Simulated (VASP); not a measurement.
Sc:

```
Sc
1.0
     3.30900    0.00000    0.00000
    -1.65450    2.86568    0.00000
     0.00000    0.00000    5.27330
Sc
2
Direct
  0.33333 0.66667 0.25000
  0.66667 0.33333 0.75000
```

```yaml
Program: VASP 6.6.1
Task: relaxation of cell and atoms
Functional: PBEsol
Potentials_or_basis: VASP PAW PBE potentials, release 64 (Sc_sv)
Cutoff: 600 eV
k_mesh: 18 × 18 × 10
Occupations: fermi-dirac, width 0.05 eV
Spin: no spin polarisation
```

At the start: pressure -2.8 GPa; volume 25.00 Å³/atom.

**Question.** Where does the relaxation end?

**Answer.** Over 6 steps the energy falls by 14.4 meV/atom and the volume is 23.67 Å³/atom (-5.3 %); space group P6_3/mmc (No. 194, to 0.1 Å) before and after.

Step by step:
| step | energy change (eV) | largest force (eV/Å) | pressure (GPa) | volume (Å³) |
| --- | --- | --- | --- | --- |
| 1 | 0.0000 | 0.0000 | -2.80 | 50.00 |
| 2 | -0.0265 | 0.0000 | 0.58 | 46.91 |
| 3 | -0.0270 | 0.0000 | 0.17 | 47.25 |
| 4 | -0.0284 | 0.0000 | 0.08 | 47.31 |
| 5 | -0.0288 | 0.0000 | 0.02 | 47.34 |
| 6 | -0.0288 | 0.0000 | 0.01 | 47.35 |

Final structure:
```xyz
2
Lattice="3.2785 0.0000 0.0000 -1.6392 2.8392 0.0000 0.0000 0.0000 5.0864" Properties=species:S:1:pos:R:3 pbc="T T T"
Sc    0.0000    1.8928    1.2716
Sc    1.6392    0.9464    3.8148
```

Caveat: the PAW data sets were made with another functional, which shifts forces and pressure a little.
